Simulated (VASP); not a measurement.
# Ti5C (F-43m) in VASP: single point with PBE

Aim: the single point of Ti5C with PBE.

Everything below comes from runs of VASP 6.6.1. Logs are shortened: lines on timing, memory, paths and dates and some standing lists are left out, and cuts for length are marked.

### 1 The cell of the first run

Symmetry: F-43m, No. 216, cubic system. The conventional cell has a = 7.124 Å, b = 7.124 Å, c = 7.124 Å, α = 90.00°, β = 90.00°, γ = 90.00°. Within 2.7 Å of Ti (site symmetry 3m) lie 3 Ti at 2.06 Å. Ti (site symmetry -43m) has 12 Ti at 2.92 Å and 4 C at 3.08 Å within 3.8 Å. Within 4.0 Å of C (site symmetry -43m) lie 16 Ti at 3.02 to 3.08 Å.

The cell was generated, and may not be a known phase.

### 2 Single point, PBE

INCAR reads:

```
SYSTEM = Ti5C
PREC = Accurate
ENCUT = 1300
EDIFF = 1E-6
ISMEAR = 0
SIGMA = 0.1
LREAL = .False.
LASPH = .True.
NELM = 120
ALGO = Normal
ISIF = 2
LWAVE = .False.
LCHARG = .False.
GGA = PE
NBANDS = 41
GGA_COMPAT = .False.
```

KPOINTS reads:

```
Automatic mesh
0
Gamma
  4 4 4
  0 0 0
```

POSCAR reads:

```
Ti5C
1.0
    0.0000000000      3.5622118700      3.5622118700
    3.5622118700      0.0000000000      3.5622118700
    3.5622118700      3.5622118700      0.0000000000
Ti C
5 1
Direct
    0.6021580300      0.6021580300      0.6021580300
    0.6021580300      0.6021580300      0.1935259200
    0.6021580300      0.1935259200      0.6021580300
    0.1935259200      0.6021580300      0.6021580300
    0.2500000000      0.2500000000      0.2500000000
    0.0000000000      0.0000000000      0.0000000000
```

Potentials or basis: VASP PAW PBE potentials, release 64 (Ti_sv, C_h).

Started as:

```console
$ cat potpaw_PBE.64/Ti_sv/POTCAR potpaw_PBE.64/C_h/POTCAR > POTCAR
$ mpirun -np 1 vasp_std > vasp.out
```

OUTCAR:

```text
SYSTEM = Ti5C
   PREC = Accurate
   ENCUT = 1300
   EDIFF = 1E-6
   ISMEAR = 0
   LREAL = .False.
   LASPH = .True.
   NELM = 120
   ISIF = 2
   GGA = PE

 ion  position               nearest neighbor table
   1  0.602  0.602  0.602-   2 2.06   3 2.06   4 2.06   5 2.92   5 2.92   5 2.92
   2  0.602  0.602  0.194-   1 2.06   3 2.06   4 2.06   5 2.92   5 2.92   5 2.92
   3  0.602  0.194  0.602-   1 2.06   2 2.06   4 2.06   5 2.92   5 2.92   5 2.92
   4  0.194  0.602  0.602-   1 2.06   2 2.06   3 2.06   5 2.92   5 2.92   5 2.92
   5  0.250  0.250  0.250-   3 2.92   4 2.92   2 2.92   4 2.92   2 2.92   3 2.92   1 2.92   1 2.92
                             1 2.92   2 2.92   3 2.92   4 2.92
   6  0.000  0.000  0.000-

  LATTYP: Found a face centered cubic cell.
 ALAT       =     7.1244237400

  Lattice vectors:

 A1 = (   0.0000000000,   3.5622118700,   3.5622118700)
 A2 = (   3.5622118700,   0.0000000000,   3.5622118700)
 A3 = (   3.5622118700,   3.5622118700,   0.0000000000)

Analysis of symmetry for initial positions (statically):
=====================================================================
 Subroutine PRICEL returns:
 Original cell was already a primitive cell.

 Routine SETGRP: Setting up the symmetry group for a
 face centered cubic supercell.

 Subroutine GETGRP returns: Found 24 space group operations
 (whereof 24 operations were pure point group operations)
 out of a pool of 48 trial point group operations.

The static configuration has the point symmetry T_d .

Analysis of symmetry for dynamics (positions and initial velocities):
=====================================================================
 Subroutine PRICEL returns:
 Original cell was already a primitive cell.

 Routine SETGRP: Setting up the symmetry group for a
 face centered cubic supercell.

 Subroutine GETGRP returns: Found 24 space group operations
 (whereof 24 operations were pure point group operations)
 out of a pool of 48 trial point group operations.

The dynamic configuration has the point symmetry T_d .

 Subroutine INISYM returns: Found 24 space group operations
 (whereof 24 operations are pure point group operations),
 and found     1 'primitive' translations

----------------------------------------------------------------------------------------

                                     Primitive cell

  volume of cell :      90.4043

  direct lattice vectors                    reciprocal lattice vectors
     0.000000000  3.562211870  3.562211870    -0.140362229  0.140362229  0.140362229
     3.562211870  0.000000000  3.562211870     0.140362229 -0.140362229  0.140362229
     3.562211870  3.562211870  0.000000000     0.140362229  0.140362229 -0.140362229

  length of vectors
     5.037728339  5.037728339  5.037728339     0.243114513  0.243114513  0.243114513

  position of ions in fractional coordinates (direct lattice)
     0.602158030  0.602158030  0.602158030
     0.602158030  0.602158030  0.193525920
     0.602158030  0.193525920  0.602158030
     0.193525920  0.602158030  0.602158030
     0.250000000  0.250000000  0.250000000
     0.000000000  0.000000000  0.000000000

  ion indices of the primitive-cell ions
   primitive index   ion index
                 1           1
                 2           2
                 3           3
                 4           4
                 5           5
                 6           6

----------------------------------------------------------------------------------------

 KPOINTS: Automatic mesh

Automatic generation of k-mesh.
 Grid dimensions read from file:
 generate k-points for:    4    4    4

 Generating k-lattice:

  Cartesian coordinates                     Fractional coordinates (reciprocal lattice)
    -0.035090557  0.035090557  0.035090557     0.250000000  0.000000000  0.000000000
     0.035090557 -0.035090557  0.035090557     0.000000000  0.250000000  0.000000000
     0.035090557  0.035090557 -0.035090557     0.000000000  0.000000000  0.250000000

  Length of vectors
     0.060778628  0.060778628  0.060778628

  Shift w.r.t. Gamma in fractional coordinates (k-lattice)
     0.000000000  0.000000000  0.000000000

 Subroutine IBZKPT returns following result:
 ===========================================

 Found      8 irreducible k-points:

 Following reciprocal coordinates:
            Coordinates               Weight
  0.000000  0.000000  0.000000      1.000000
  0.250000  0.000000  0.000000      8.000000
  0.500000  0.000000  0.000000      4.000000
  0.250000  0.250000  0.000000      6.000000
  0.500000  0.250000  0.000000     24.000000
 -0.250000  0.250000  0.000000     12.000000
  0.500000  0.500000  0.000000      3.000000
 -0.250000  0.500000  0.250000      6.000000
   k-points           NKPTS =      8   k-points in BZ     NKDIM =      8   number of bands    NBANDS=     41
   number of dos      NEDOS =    301   number of ions     NIONS =      6
   total plane-waves  NPLWV = 216000
   dimension x,y,z NGX =    60 NGY =   60 NGZ =   60
   dimension x,y,z NGXF=   120 NGYF=  120 NGZF=  120
   ions per type =               5   1
   NGX,Y,Z   is equivalent  to a cutoff of  19.80, 19.80, 19.80 a.u.
   NGXF,Y,Z  is equivalent  to a cutoff of  39.60, 39.60, 39.60 a.u.
 SYSTEM =  Ti5C
   PREC   = accura    normal or accurate (medium, high low for compatibility)
   ISTART =      0    job   : 0-new  1-cont  2-samecut
   ICHARG =      2    charge: 1-file 2-atom 10-const
   ISPIN  =      1    spin polarized calculation?
   LNONCOLLINEAR =      F non collinear calculations
   LSORBIT =      F    spin-orbit coupling
   LASPH  =      T    aspherical Exc in radial PAW
   ENCUT  = 1300.0 eV  95.55 Ry    9.77 a.u.  14.81 14.81 14.81*2*pi/ulx,y,z
   NELM   =    120;   NELMIN=  2; NELMDL= -5     # of ELM steps
   EDIFF  = 0.1E-05   stopping-criterion for ELM
   LREAL  =      F    real-space projection
   EDIFFG = 0.1E-04   stopping-criterion for IOM
   NSW    =      0    number of steps for IOM
   IBRION =     -1    ionic relax: 0-MD 1-quasi-New 2-CG
   NFREE  =      0    steps in history (QN), initial steepest desc. (CG)
   ISIF   =      2    stress and relaxation
   ISYM   =      2    0-nonsym 1-usesym 2-fastsym
   POTIM  = 0.5000    time-step for ionic-motion
   TEBEG  =    0.0;   TEEND  =   0.0 temperature during run
   PSTRESS=    0.0 pullay stress
   NELECT =      64.0000    total number of electrons
   NUPDOWN=      -1.0000    fix difference up-down
   EMIN   =  10.00;   EMAX   =-10.00  energy-range for DOS
   EFERMI =   0.00;   METHOD = LEGACY
   ISMEAR =     0;   SIGMA  =   0.10  broadening in eV -4-tet -1-fermi 0-gaus
   EFERMI_NEDOS =   21; number of points for ismear=-14 and -15
   IALGO  =     38    algorithm
   IMIX   =      4    mixing-type and parameters
     AMIX     =   0.40;   BMIX     =  1.00
     AMIX_MAG =   1.60;   BMIX_MAG =  1.00
  volume/ion in A,a.u.               =      15.07       101.68
  Fermi-wavevector in a.u.,A,eV,Ry     =   1.459055  2.757215 28.964658  2.128842
  Thomas-Fermi vector in A             =   2.575667
   LORBIT       =      0    0 simple, 1 ext, 2 COOP (PROOUT), +10 PAW based schemes
   GGA     = PE    functional components
   LHFCALC =     F    Hartree Fock is set to
   AEXX    =    0.0000 exact exchange contribution
   IVDW    =     0    specifies the selected vdW correction
   LEPSILON=     F    determine dielectric tensor
   LRPA    =     F    only Hartree local field effects (RPA)
 non-spin polarized calculation
 Gauss-broadening in eV      SIGMA  =   0.10
  energy-cutoff  :     1300.00
  volume of cell :       90.40
 maximum number of plane-waves:      9646
   NGX = 29   NGY = 29   NGZ = 29

 number of electron      64.0000001 magnetization

 Free energy of the ion-electron system (eV)
  ---------------------------------------------------
  ext. energy  EPLUGINS =         0.00000000
  ---------------------------------------------------
  free energy    TOTEN  =       -36.71876489 eV

  energy without entropy =      -36.68686850  energy(sigma->0) =      -36.70281669

 E-fermi :   8.3085     XC(G=0): -11.5124

 val. band max:        8.2743832246   @ k =   0.5000   0.5000   0.0000
 cond. band min:       8.3427747191   @ k =   0.5000   0.2500   0.0000
 fundamental gap:      0.0683914944
 Fermi energy:         8.3084778711

 k-point     1 :       0.0000    0.0000    0.0000
  band No.  band energies     occupation
      1     -48.7900      2.00000
      2     -48.6070      2.00000
      3     -47.2788      2.00000
      4     -47.2788      2.00000
      5     -47.2788      2.00000
      6     -26.9636      2.00000
[... 33 lines left out ...]
     40      11.9828      0.00000
     41      11.9873      0.00000

 k-point     2 :       0.2500    0.0000    0.0000
  band No.  band energies     occupation
      1     -48.7750      2.00000
      2     -48.6139      2.00000
      3     -47.2902      2.00000
      4     -47.2791      2.00000
      5     -47.2791      2.00000
      6     -26.9022      2.00000
[... 33 lines left out ...]
     40      11.2816      0.00000
     41      11.9337      0.00000

 k-point     3 :       0.5000    0.0000    0.0000
  band No.  band energies     occupation
      1     -48.7582      2.00000
      2     -48.6224      2.00000
      3     -47.3017      2.00000
      4     -47.2793      2.00000
      5     -47.2793      2.00000
      6     -26.8392      2.00000
[... 33 lines left out ...]
     40      10.0170      0.00000
     41      11.4755      0.00000

 k-point     4 :       0.2500    0.2500    0.0000
  band No.  band energies     occupation
      1     -48.7697      2.00000
      2     -48.6164      2.00000
      3     -47.2937      2.00000
      4     -47.2793      2.00000
      5     -47.2793      2.00000
      6     -26.8808      2.00000
[... 33 lines left out ...]
     40      11.0259      0.00000
     41      11.6632      0.00000

 k-point     5 :       0.5000    0.2500    0.0000
  band No.  band energies     occupation
      1     -48.7522      2.00000
      2     -48.6257      2.00000
      3     -47.3053      2.00000
      4     -47.2795      2.00000
      5     -47.2794      2.00000
      6     -26.8159      2.00000
[... 33 lines left out ...]
     40      10.7082      0.00000
     41      10.9116      0.00000

 k-point     6 :      -0.2500    0.2500    0.0000
  band No.  band energies     occupation
      1     -48.7583      2.00000
      2     -48.6223      2.00000
      3     -47.3016      2.00000
      4     -47.2793      2.00000
      5     -47.2793      2.00000
      6     -26.8380      2.00000
[... 33 lines left out ...]
     40      10.7223      0.00000
     41      11.0910      0.00000

 k-point     7 :       0.5000    0.5000    0.0000
  band No.  band energies     occupation
      1     -48.7458      2.00000
      2     -48.6293      2.00000
      3     -47.3087      2.00000
      4     -47.2797      2.00000
      5     -47.2797      2.00000
      6     -26.7933      2.00000
[... 33 lines left out ...]
     40      10.0694      0.00000
     41      11.1389      0.00000

 k-point     8 :      -0.2500    0.5000    0.2500
  band No.  band energies     occupation
      1     -48.7458      2.00000
      2     -48.6293      2.00000
      3     -47.3092      2.00000
      4     -47.2797      2.00000
      5     -47.2793      2.00000
      6     -26.7931      2.00000
[... 33 lines left out ...]
     40      10.5399      0.00000
     41      10.7828      0.00000

------------------------ aborting loop because EDIFF is reached ----------------------------------------

  FORCE on cell =-STRESS in cart. coord.  units (eV):
  Direction    XX          YY          ZZ          XY          YZ          ZX
  --------------------------------------------------------------------------------------
  -------------------------------------------------------------------------------------
  Total       12.1126454     12.1126454     12.1126454      0.0000000     -0.0000000      0.0000000
  in kB      214.6645604    214.6645604    214.6645604      0.0000000     -0.0000000      0.0000000
  external PRESSURE =     214.6645604 kB  Pullay stress =       0.0000000 kB

 VOLUME and BASIS-vectors are now :
 -----------------------------------------------------------------------------
  energy-cutoff  :     1300.00
  volume of cell :       90.40
      direct lattice vectors                 reciprocal lattice vectors
     0.000000000  3.562211870  3.562211870    -0.140362229  0.140362229  0.140362229
     3.562211870  0.000000000  3.562211870     0.140362229 -0.140362229  0.140362229
     3.562211870  3.562211870  0.000000000     0.140362229  0.140362229 -0.140362229

 POSITION                                       TOTAL-FORCE (eV/Angst)
 -----------------------------------------------------------------------------------
      4.29003      4.29003      4.29003         6.431737      6.431737      6.431737
      2.83439      2.83439      4.29003        -6.431737     -6.431737      6.431737
      2.83439      4.29003      2.83439        -6.431737      6.431737     -6.431737
      4.29003      2.83439      2.83439         6.431737     -6.431737     -6.431737
      1.78111      1.78111      1.78111        -0.000000     -0.000000     -0.000000
      0.00000      0.00000      0.00000        -0.000000     -0.000000     -0.000000
 -----------------------------------------------------------------------------------
    total drift:                               -0.000137     -0.000137     -0.000137

  FREE ENERGIE OF THE ION-ELECTRON SYSTEM (eV)
  ---------------------------------------------------
  free  energy   TOTEN  =       -36.7187648854 eV

  energy  without entropy=      -36.6868684954  energy(sigma->0) =      -36.70281669
```

Wall time 1.7 min (1 thread of Intel Xeon 6975P-C (Granite Rapids), shared host); peak memory 0.5 GiB.

Results:

* Free energy: -36.7188 eV
* Pressure: 21.5 GPa
* Largest force: 11.140 eV/Å
* Band gap on the k mesh: zero (bands 32 and 33 overlap by 0.89 eV)

Forces in eV/Å, atoms in the order of the input:
```
Ti   6.432  6.432  6.432
Ti  -6.432 -6.432  6.432
Ti  -6.432  6.432 -6.432
Ti   6.432 -6.432 -6.432
Ti   0.000  0.000  0.000
C    0.000  0.000  0.000
```

Caveat: the k points lie up to 0.38 Å⁻¹ apart, too coarse for converged energies and pressures of a metal; atoms lie so close that the PAW spheres overlap strongly, which falsifies energies and pressures; forces of over 1 eV/Å act on the atoms, so gaps and moduli don't describe the material at rest.

The gap in the log of VASP goes by the Fermi energy; the results here count the filled bands.